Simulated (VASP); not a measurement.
Runs of VASP 6.6.1 on Al2Au. The structure is that of space group Fm-3m (No. 225), or close to it. The cells are those of the table. 

```tsv
task	cell	gap on the mesh (eV)	pressure (GPa)
electric field gradients	a = 4.185 Å, angles 60.0°, 3 atoms	none	(a)
single point	a = 4.285, b = 4.285, c = 4.243 Å, angles 60.3, 60.3, 59.3°, 3 atoms	none	-4.4
electric field gradients	a = 4.326 Å, angles 60.0°, 3 atoms	none	-7.8
electric field gradients	a = 4.271 Å, angles 60.0°, 3 atoms	none	-4.4
electric field gradients	a = 4.228 Å, angles 60.0°, 3 atoms	none	-1.2
single point	a = 4.221, b = 4.221, c = 4.243 Å, angles 59.8, 59.8, 60.3°, 3 atoms	none	-1.2
single point	a = 4.200, b = 4.200, c = 4.243 Å, angles 59.7, 59.7, 60.7°, 3 atoms	none	0.0
single point	a = 4.326 Å, angles 60.0°, 3 atoms	none	-7.8
```

Alike in all rows: level LDA; potentials or basis VASP PAW LDA potentials, release 64 (Al, Au); no spin polarisation; k mesh 11 × 11 × 11; cutoff (eV) 520; smearing fermi-dirac 0.05 eV.

Fill in the values left out.

(a) 2.6.

Caveats: spin-orbit coupling is left out, which moves the levels of the heavy elements; the cell stands under tension (at least some runs).

A k mesh can miss the band edges, and the runs leave out spin-orbit coupling on Au.

A gap of «none» marks levels without a gap at the run's occupations.
